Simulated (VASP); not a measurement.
# Fe (P6_3/mmc) in VASP: notebook

Fe is run at these levels: PBE; tasks: electric field gradients.

All numbers are computed with VASP 6.6.1; they aren't measurements. Logs are shortened: lines on timing, memory, paths and dates and some standing lists are left out, and cuts for length are marked.

## 1. The cell of the first run

Symmetry: P6_3/mmc, No. 194, hexagonal system. Conventional cell: a = 2.434 Å, b = 2.434 Å, c = 3.880 Å, α = 90.00°, β = 90.00°, γ = 120.00°. Fe (site symmetry -6m2) has 12 Fe at 2.40 to 2.43 Å within 3.2 Å.

## 2. Electric field gradients, PBE (zz strain of +1 %)

Contents of INCAR:

```
SYSTEM = Fe
PREC     = Accurate       ! precision mode
ENCUT    = 520            ! plane-wave cutoff, eV
EDIFF    = 1E-8           ! SCF threshold, eV
ISMEAR   = -1             ! smearing method
SIGMA    = 0.08           ! smearing width, eV
LREAL    = .False.        ! projectors in reciprocal space
LASPH    = .True.         ! aspherical terms in the spheres
NELM     = 120            ! most SCF steps
ALGO     = Normal         ! electronic algorithm
ISIF     = 2              ! what is computed and relaxed
LWAVE    = .False.        ! write WAVECAR
LCHARG   = .False.        ! write CHGCAR
GGA      = PE             ! functional
LEFG     = .True.       
NBANDS   = 15             ! bands
GGA_COMPAT= .False.
```

Contents of KPOINTS:

```
regular mesh
0
Gamma
  17 17 10
  0 0 0
```

Contents of POSCAR:

```
Fe
1.0
    2.4341575853      0.0000000000      0.0000000000
   -1.2170787927      2.1080423057      0.0000000000
    0.0000000000      0.0000000000      3.8803538147
Fe
2
Direct
    0.3333333333      0.6666666667      0.2500000000
    0.6666666667      0.3333333333      0.7500000000
```

Potentials or basis: VASP PAW PBE potentials, release 64 (Fe).

Run with:

```
> cat potpaw_PBE.64/Fe/POTCAR > POTCAR
> mpirun -np 1 vasp_std > vasp.out
```

OUTCAR:

```text
SYSTEM = Fe
   PREC = Accurate
   ENCUT = 520
   EDIFF = 1E-8
   ISMEAR = -1
   LREAL = .False.
   LASPH = .True.
   NELM = 120
   ISIF = 2
   GGA = PE

 ion  position               nearest neighbor table
   1  0.333  0.667  0.250-   2 2.40   2 2.40   2 2.40   2 2.40   2 2.40   2 2.40
   2  0.667  0.333  0.750-   1 2.40   1 2.40   1 2.40   1 2.40   1 2.40   1 2.40

  LATTYP: Found a hexagonal cell.
 ALAT       =     2.4341575853
 C/A-ratio  =     1.5941259671

  Lattice vectors:

 A1 = (   2.4341575853,   0.0000000000,   0.0000000000)
 A2 = (  -1.2170787927,   2.1080423057,   0.0000000000)
 A3 = (   0.0000000000,   0.0000000000,   3.8803538147)

Analysis of symmetry for initial positions (statically):
=====================================================================
 Subroutine PRICEL returns:
 Original cell was already a primitive cell.

 Routine SETGRP: Setting up the symmetry group for a
 hexagonal supercell.

 Subroutine GETGRP returns: Found 24 space group operations
 (whereof 12 operations were pure point group operations)
 out of a pool of 24 trial point group operations.

The static configuration has the point symmetry D_3d.
 The point group associated with its full space group is D_6h.

Analysis of symmetry for dynamics (positions and initial velocities):
=====================================================================
 Subroutine PRICEL returns:
 Original cell was already a primitive cell.

 Routine SETGRP: Setting up the symmetry group for a
 hexagonal supercell.

 Subroutine GETGRP returns: Found 24 space group operations
 (whereof 12 operations were pure point group operations)
 out of a pool of 24 trial point group operations.

The dynamic configuration has the point symmetry D_3d.
 The point group associated with its full space group is D_6h.

 Subroutine INISYM returns: Found 24 space group operations
 (whereof 12 operations are pure point group operations),
 and found     1 'primitive' translations

----------------------------------------------------------------------------------------

                                     Primitive cell

  volume of cell :      19.9113

[... 136 lines left out ...]
 E-fermi :   7.1768     XC(G=0): -13.9289

 val. band max:        7.1737747979   @ k =   0.1765   0.0588   0.3000
 cond. band min:       7.1806413610   @ k =   0.2941   0.1176   0.2000
 fundamental gap:      0.0068665631
 Fermi energy:         7.1767528046

 k-point     1 :       0.0000    0.0000    0.0000
  band No.  band energies     occupation
      1      -1.8766      2.00000
      2       2.1032      2.00000
      3       5.4745      2.00000
      4       5.4745      2.00000
      5       5.5477      2.00000
      6       5.9432      2.00000
      7       5.9432      2.00000
      8       6.3447      1.99994
      9       6.3447      1.99994
     10       7.6162      0.00819
     11       7.9092      0.00021
     12       7.9092      0.00021
     13      16.0661      0.00000
     14      29.3732      0.00000
[... 401 lines left out ...]
      2       3.4426      2.00000
      3       3.7317      2.00000
      4       3.9408      2.00000
      5       5.2419      2.00000
      6       5.5959      2.00000
      7       6.0376      2.00000
      8       6.6522      1.99716
      9       7.3109      0.31494
     10       7.8499      0.00044
     11       8.1071      0.00002
     12      14.5910      0.00000
     13      16.5187      0.00000
     14      20.9157      0.00000
     15      21.7102      0.00000

 [... further k-points ...]

------------------------ aborting loop because EDIFF is reached ----------------------------------------

  FORCE on cell =-STRESS in cart. coord.  units (eV):
  Direction    XX          YY          ZZ          XY          YZ          ZX
  --------------------------------------------------------------------------------------
  -------------------------------------------------------------------------------------
  Total        0.9998973      0.9998973      0.5430112     -0.0000000      0.0000000      0.0000000
  in kB       80.4575208     80.4575208     43.6938186     -0.0000000      0.0000000      0.0000000
  external PRESSURE =      68.2029534 kB  Pullay stress =       0.0000000 kB

 VOLUME and BASIS-vectors are now :
 -----------------------------------------------------------------------------
  energy-cutoff  :      520.00
  volume of cell :       19.91
      direct lattice vectors                 reciprocal lattice vectors
     2.434157585  0.000000000  0.000000000     0.410819746  0.237186891  0.000000000
    -1.217078793  2.108042306  0.000000000     0.000000000  0.474373781  0.000000000
     0.000000000  0.000000000  3.880353815     0.000000000  0.000000000  0.257708458

 POSITION                                       TOTAL-FORCE (eV/Angst)
 -----------------------------------------------------------------------------------
     -0.00000      1.40536      0.97009        -0.000000      0.000000      0.000000
      1.21708      0.70268      2.91027         0.000000     -0.000000      0.000000
 -----------------------------------------------------------------------------------
    total drift:                                0.000000     -0.000000     -0.000000

  FREE ENERGIE OF THE ION-ELECTRON SYSTEM (eV)
  ---------------------------------------------------
  free  energy   TOTEN  =       -16.3234452367 eV

  energy  without entropy=      -16.2687921299  energy(sigma->0) =      -16.29611868

 Electric field gradients (V/A^2)
---------------------------------------------------------------------
 ion       V_xx      V_yy      V_zz      V_xy      V_xz      V_yz
---------------------------------------------------------------------
   1       2.599     2.600    -5.199     0.000     0.000    -0.000
   2       2.599     2.600    -5.199     0.000    -0.000     0.000
---------------------------------------------------------------------

 Electric field gradients after diagonalization (V/A^2)
 (convention: |V_zz| > |V_xx| > |V_yy|)
----------------------------------------------------------------------
 ion       V_xx      V_yy      V_zz     asymmetry (V_yy - V_xx)/ V_zz
----------------------------------------------------------------------
   1       2.600     2.599    -5.199       0.000
   2       2.600     2.599    -5.199       0.000
----------------------------------------------------------------------

           NMR quadrupolar parameters

 Cq : quadrupolar parameter    Cq=e*Q*V_zz/h
 eta: asymmetry parameters     (V_yy - V_xx)/ V_zz
 Q  : nuclear electric quadrupole moment in mb (millibarn)
----------------------------------------------------------------------
 ion       Cq(MHz)       eta       Q (mb)
----------------------------------------------------------------------
   1      -0.013       0.000       1.000
   2      -0.013       0.000       1.000
----------------------------------------------------------------------
```

OSZICAR:

```text
N       E                     dE             d eps       ncg     rms          rms(c)
DAV:   1     0.754864018349E+02    0.75486E+02   -0.73077E+03  6100   0.145E+03
DAV:   2    -0.174343065850E+02   -0.92921E+02   -0.82938E+02  5947   0.243E+02
DAV:   3    -0.194570529967E+02   -0.20227E+01   -0.19351E+01  7032   0.517E+01
DAV:   4    -0.194693207685E+02   -0.12268E-01   -0.12266E-01  7340   0.348E+00
DAV:   5    -0.194694730767E+02   -0.15231E-03   -0.15231E-03  7172   0.382E-01    0.177E+01
DAV:   6    -0.165352233626E+02    0.29342E+01   -0.11952E+01  6577   0.745E+01    0.236E+00
DAV:   7    -0.163625538347E+02    0.17267E+00   -0.79339E-01  7081   0.177E+01    0.106E+00
DAV:   8    -0.163349381512E+02    0.27616E-01   -0.51365E-03  9027   0.113E+00    0.505E-01
DAV:   9    -0.163234796933E+02    0.11458E-01   -0.20053E-03  9067   0.535E-01    0.755E-02
DAV:  10    -0.163234557866E+02    0.23907E-04   -0.17079E-04  7678   0.239E-01    0.346E-02
DAV:  11    -0.163234435323E+02    0.12254E-04   -0.11672E-05  7826   0.763E-02    0.403E-03
DAV:  12    -0.163234446457E+02   -0.11134E-05   -0.61463E-07  6675   0.925E-03    0.193E-03
DAV:  13    -0.163234451202E+02   -0.47448E-06   -0.59503E-09  5676   0.978E-04    0.213E-04
DAV:  14    -0.163234452405E+02   -0.12037E-06   -0.14750E-09  3656   0.364E-04    0.395E-05
DAV:  15    -0.163234452367E+02    0.38378E-08   -0.27114E-10  3537   0.217E-04
   1 F= -.16323445E+02 E0= -.16296119E+02  d E =-.546531E-01
```

It took 54 s on 1 thread of Intel Xeon 6975P-C, shared host; peak memory 0.17 GiB.

Results:

```yaml
Free_energy: -16.3234 eV
Pressure: 6.8 GPa
Band_gap_on_the_k_mesh: zero (band 8 reaches 8.06 eV, above the bottom of band 9 at 6.15 eV)
```

Electric field gradients, principal values (V/Å²):
| atom | least | middle | greatest (by size) |
| --- | --- | --- | --- |
| 1 Fe | 2.599 | 2.600 | -5.199 |
| 2 Fe | 2.599 | 2.600 | -5.199 |

Caveat: the cell differs from its parent crystal (zz strain of +1 %); without QUAD_EFG the Cq values of the log hold for a quadrupole moment of 1 mb, not for the nuclei; the run has no spin polarisation, though such a crystal can be magnetic.

## 3. Electric field gradients, PBE (zz strain of +2 %)

Contents of INCAR:

```
SYSTEM = Fe
PREC = Accurate
ENCUT = 520
EDIFF = 1E-8
ISMEAR = -1
SIGMA = 0.08
LREAL = .False.
LASPH = .True.
NELM = 120
ALGO = Normal
ISIF = 2
LWAVE = .False.
LCHARG = .False.
GGA = PE
LEFG = .True.
NBANDS = 15
GGA_COMPAT = .False.
```

Contents of KPOINTS:

```
Automatic mesh
0
Gamma
  17 17 10
  0 0 0
```

Changes to POSCAR since step 2:

```diff
@@ -4,3 +4,3 @@
    -1.2170787927      2.1080423057      0.0000000000
-    0.0000000000      0.0000000000      3.8803538147
+    0.0000000000      0.0000000000      3.9187731594
 Fe
```

Potentials or basis: VASP PAW PBE potentials, release 64 (Fe).

Run with:

```
> cat potpaw_PBE.64/Fe/POTCAR > POTCAR
> mpirun -np 1 vasp_std > vasp.out
```

OUTCAR:

```text
SYSTEM = Fe
   PREC = Accurate
   ENCUT = 520
   EDIFF = 1E-8
   ISMEAR = -1
   LREAL = .False.
   LASPH = .True.
   NELM = 120
   ISIF = 2
   GGA = PE

 ion  position               nearest neighbor table
   1  0.333  0.667  0.250-   2 2.41   2 2.41   2 2.41   2 2.41   2 2.41   2 2.41
   2  0.667  0.333  0.750-   1 2.41   1 2.41   1 2.41   1 2.41   1 2.41   1 2.41

  LATTYP: Found a hexagonal cell.
 ALAT       =     2.4341575853
 C/A-ratio  =     1.6099093925

  Lattice vectors:

 A1 = (   2.4341575853,   0.0000000000,   0.0000000000)
 A2 = (  -1.2170787927,   2.1080423057,   0.0000000000)
 A3 = (   0.0000000000,   0.0000000000,   3.9187731594)

Analysis of symmetry for initial positions (statically):
=====================================================================
 Subroutine PRICEL returns:
 Original cell was already a primitive cell.

 Routine SETGRP: Setting up the symmetry group for a
 hexagonal supercell.

 Subroutine GETGRP returns: Found 24 space group operations
 (whereof 12 operations were pure point group operations)
 out of a pool of 24 trial point group operations.

The static configuration has the point symmetry D_3d.
 The point group associated with its full space group is D_6h.

Analysis of symmetry for dynamics (positions and initial velocities):
=====================================================================
 Subroutine PRICEL returns:
 Original cell was already a primitive cell.

 Routine SETGRP: Setting up the symmetry group for a
 hexagonal supercell.

 Subroutine GETGRP returns: Found 24 space group operations
 (whereof 12 operations were pure point group operations)
 out of a pool of 24 trial point group operations.

The dynamic configuration has the point symmetry D_3d.
 The point group associated with its full space group is D_6h.

 Subroutine INISYM returns: Found 24 space group operations
 (whereof 12 operations are pure point group operations),
 and found     1 'primitive' translations

----------------------------------------------------------------------------------------

                                     Primitive cell

  volume of cell :      20.1084

  direct lattice vectors                    reciprocal lattice vectors
     2.434157585  0.000000000  0.000000000     0.410819746  0.237186891  0.000000000
    -1.217078793  2.108042306  0.000000000     0.000000000  0.474373781  0.000000000
     0.000000000  0.000000000  3.918773159     0.000000000  0.000000000  0.255181905

  length of vectors
     2.434157585  2.434157585  3.918773159     0.474373781  0.474373781  0.255181905

  position of ions in fractional coordinates (direct lattice)
     0.333333333  0.666666667  0.250000000
     0.666666667  0.333333333  0.750000000

  ion indices of the primitive-cell ions
   primitive index   ion index
                 1           1
                 2           2

----------------------------------------------------------------------------------------
[... 87 lines left out ...]
   IALGO  =     38    algorithm
   IMIX   =      4    mixing-type and parameters
     AMIX     =   0.40;   BMIX     =  1.00
     AMIX_MAG =   1.60;   BMIX_MAG =  1.00
  volume/ion in A,a.u.               =      10.05        67.85
  Fermi-wavevector in a.u.,A,eV,Ry     =   1.517011  2.866735 31.311399  2.301323
  Thomas-Fermi vector in A             =   2.626324
   LORBIT       =      0    0 simple, 1 ext, 2 COOP (PROOUT), +10 PAW based schemes
   GGA     = PE    functional components
   LHFCALC =     F    Hartree Fock is set to
   AEXX    =    0.0000 exact exchange contribution
   IVDW    =     0    specifies the selected vdW correction
   LEPSILON=     F    determine dielectric tensor
   LRPA    =     F    only Hartree local field effects (RPA)
 non-spin polarized calculation
  energy-cutoff  :      520.00
  volume of cell :       20.11
 maximum number of plane-waves:       563
 NGX is ok and might be reduce to    18
   NGX =  9   NGY =  9   NGZ = 15

 number of electron      16.0000019 magnetization

 Free energy of the ion-electron system (eV)
  ---------------------------------------------------
  ext. energy  EPLUGINS =         0.00000000
  ---------------------------------------------------
  free energy    TOTEN  =       -16.32503801 eV

  energy without entropy =      -16.26916754  energy(sigma->0) =      -16.29710278

 E-fermi :   7.0610     XC(G=0): -13.8712

 val. band max:        7.0590864425   @ k =   0.2941   0.0588   0.1000
 cond. band min:       7.0694144476   @ k =   0.2353   0.0588   0.2000
 fundamental gap:      0.0103280050
 Fermi energy:         7.0609614192

 k-point     1 :       0.0000    0.0000    0.0000
  band No.  band energies     occupation
      1      -1.9338      2.00000
      2       2.0460      2.00000
      3       5.3922      2.00000
      4       5.3922      2.00000
      5       5.3927      2.00000
      6       5.8376      2.00000
      7       5.8376      2.00000
      8       6.2902      1.99987
      9       6.2902      1.99987
     10       7.3735      0.03941
     11       7.7836      0.00024
     12       7.7836      0.00024
     13      15.7073      0.00000
     14      29.3118      0.00000
[... 401 lines left out ...]
      2       3.4053      2.00000
      3       3.6489      2.00000
      4       3.8822      2.00000
      5       5.1755      2.00000
      6       5.4699      2.00000
      7       5.9506      2.00000
      8       6.5009      1.99818
      9       7.2164      0.25068
     10       7.7433      0.00040
     11       7.9549      0.00003
     12      14.3329      0.00000
     13      16.1972      0.00000
     14      20.8126      0.00000
     15      21.5838      0.00000

 [... further k-points ...]

------------------------ aborting loop because EDIFF is reached ----------------------------------------

  FORCE on cell =-STRESS in cart. coord.  units (eV):
  Direction    XX          YY          ZZ          XY          YZ          ZX
  --------------------------------------------------------------------------------------
  -------------------------------------------------------------------------------------
  Total        0.8124371      0.8124371     -0.2111806     -0.0000000      0.0000000      0.0000000
  in kB       64.7324730     64.7324730    -16.8262166     -0.0000000      0.0000000      0.0000000
  external PRESSURE =      37.5462432 kB  Pullay stress =       0.0000000 kB

 VOLUME and BASIS-vectors are now :
 -----------------------------------------------------------------------------
  energy-cutoff  :      520.00
  volume of cell :       20.11
      direct lattice vectors                 reciprocal lattice vectors
     2.434157585  0.000000000  0.000000000     0.410819746  0.237186891  0.000000000
    -1.217078793  2.108042306  0.000000000     0.000000000  0.474373781  0.000000000
     0.000000000  0.000000000  3.918773159     0.000000000  0.000000000  0.255181905

 POSITION                                       TOTAL-FORCE (eV/Angst)
 -----------------------------------------------------------------------------------
     -0.00000      1.40536      0.97969        -0.000000      0.000000      0.000000
      1.21708      0.70268      2.93908         0.000000     -0.000000      0.000000
 -----------------------------------------------------------------------------------
    total drift:                                0.000000     -0.000000     -0.000000

  FREE ENERGIE OF THE ION-ELECTRON SYSTEM (eV)
  ---------------------------------------------------
  free  energy   TOTEN  =       -16.3250380119 eV

  energy  without entropy=      -16.2691675427  energy(sigma->0) =      -16.29710278

 Electric field gradients (V/A^2)
---------------------------------------------------------------------
 ion       V_xx      V_yy      V_zz      V_xy      V_xz      V_yz
---------------------------------------------------------------------
   1       1.318     1.318    -2.636     0.000     0.000    -0.000
   2       1.318     1.318    -2.636     0.000    -0.000     0.000
---------------------------------------------------------------------

 Electric field gradients after diagonalization (V/A^2)
 (convention: |V_zz| > |V_xx| > |V_yy|)
----------------------------------------------------------------------
 ion       V_xx      V_yy      V_zz     asymmetry (V_yy - V_xx)/ V_zz
----------------------------------------------------------------------
   1       1.318     1.318    -2.636       0.000
   2       1.318     1.318    -2.636       0.000
----------------------------------------------------------------------

           NMR quadrupolar parameters

 Cq : quadrupolar parameter    Cq=e*Q*V_zz/h
 eta: asymmetry parameters     (V_yy - V_xx)/ V_zz
 Q  : nuclear electric quadrupole moment in mb (millibarn)
----------------------------------------------------------------------
 ion       Cq(MHz)       eta       Q (mb)
----------------------------------------------------------------------
   1      -0.006       0.000       1.000
   2      -0.006       0.000       1.000
----------------------------------------------------------------------
```

Wall time 48 s (1 thread of Intel Xeon 6975P-C, shared host); peak memory 0.17 GiB.

Results:

```
Free energy            : -16.3250 eV
Pressure               : 3.8 GPa
Band gap on the k mesh : zero (band 8 reaches 7.96 eV, above the bottom of band 9 at 6.08 eV)
```

Stress tensor (GPa, compression positive):
```
 6.47  0.00  0.00
 0.00  6.47  0.00
 0.00  0.00 -1.68
```

Levels at points of the mesh, in eV from the Fermi level:
| k point | band 5 | band 6 | band 7 | band 8 | band 9 | band 10 | band 11 | band 12 |
| --- | --- | --- | --- | --- | --- | --- | --- | --- |
| (0.00, 0.00, 0.00) | -1.67 | -1.22 | -1.22 | -0.77 | -0.77 | 0.31 | 0.72 | 0.72 |
| (0.00, 0.00, 0.50) | -1.76 | -1.76 | -1.76 | -1.76 | 0.32 | 0.32 | 0.32 | 0.32 |

Electric field gradients, principal values (V/Å²):
```csv
atom,least,middle,greatest (by size)
1 Fe,1.318,1.318,-2.636
2 Fe,1.318,1.318,-2.636
```

Caveat: the cell differs from its parent crystal (zz strain of +2 %); without QUAD_EFG the Cq values of the log hold for a quadrupole moment of 1 mb, not for the nuclei; the run has no spin polarisation, though such a crystal can be magnetic. Spin polarisation is off, so any magnetic state and its effect on volume and gap are missing.

[end of part 1 of 3]
